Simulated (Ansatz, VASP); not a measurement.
# Two plane-wave programs on Rb

The input INCAR:

```
SYSTEM = Rb
PREC = Accurate ; ENCUT = 520
EDIFF = 1E-7 ; ISMEAR = -1
SIGMA = 0.1 ; LREAL = .FALSE.
LASPH = .TRUE. ; NELM = 80
ALGO = Normal ; ISIF = 2
LWAVE = .FALSE. ; LCHARG = .FALSE.
GGA = CA ; NBANDS = 10
```

Contents of KPOINTS:

```
Automatic mesh
0
G
  8 8 8
  0 0 0
```

POSCAR

```
Rb
1.0
   -2.6859640533      2.6859640533      2.6859640533
    2.6859640533     -2.6859640533      2.6859640533
    2.6859640533      2.6859640533     -2.6859640533
Rb
1
Direct
    0.0000000000      0.0000000000      0.0000000000
```

Input for Ansatz:

```yaml
crystal:
  lattice:
    - [-2.6859640533, 2.6859640533, 2.6859640533]
    - [2.6859640533, -2.6859640533, 2.6859640533]
    - [2.6859640533, 2.6859640533, -2.6859640533]
  atoms:
    - { symbol: Rb, position: [0.0, 0.0, 0.0] }
hamiltonian:
  xc: lda
  pseudopotentials:
    kind: paw
    azcp:
      Rb: "pseudopotentials/Rb.paw.azcp"
basis:
  ecutwfc: 500
  fft_grid_basis: typed
kpoints:
  mp_grid: { grid: [8, 8, 8], shift: [0, 0, 0] }
magnetization:
  spin_polarized: false
scf:
  occupations: { method: fermi_dirac, width: 0.1 }
  lower_state_search: "off"
output:
  stress: true
```

Alike in both runs: task single point; functional LDA; k mesh 8 × 8 × 8; occupations fermi-dirac, width 0.1 eV; no spin polarisation.

|  | VASP | Ansatz |
| --- | --- | --- |
| version | VASP 6.6.1 | Ansatz 0.2.0 |
| potentials or method | VASP PAW LDA potentials, release 64 (Rb_sv), cutoff 520 eV | plane waves (500 eV) with PAW, scalar-relativistic |
| valence electrons in the cell | 9 | 9 |

```csv
,VASP,Ansatz,Ansatz less VASP
pressure (GPa),0.0,0.0,0.00
```

Ansatz warns that its potentials were made for another functional, while VASP's fit it. LDA's correlation is that of Perdew and Zunger in VASP and of Perdew and Wang (1992) in Ansatz.
